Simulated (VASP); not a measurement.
Ge:

```
Ge
1.0
     0.00000    2.80992    2.80992
     2.80992    0.00000    2.80992
     2.80992    2.80992    0.00000
Ge
2
Cartesian
  4.2149 4.2149 4.2149
  2.8099 2.8099 2.8099
```

Base run:

* Program: VASP 6.6.1
* Functional: r2SCAN
* Potentials or basis: VASP PAW PBE potentials, release 64 (Ge_d)
* Cutoff: 520 eV
* k mesh: 8 × 8 × 8
* Occupations: fermi-dirac, width 0.05 eV
* Spin: no spin polarisation

Its results: band gap on the k mesh 0.51 eV, indirect (least direct gap 0.60 eV); pressure 2.3 GPa.

Question: The run is repeated on the same cell with these changes: dispersion from none to rVV10. What comes out?

Answer: Band gap on the k mesh 0.49 eV, indirect (least direct gap 0.60 eV); pressure 1.4 GPa.

Dispersion adds attraction, which lowers the pressure at fixed volume.

Caveats: the PAW data sets were made with another functional, which shifts forces and pressure a little.

A k mesh can miss the band edges.
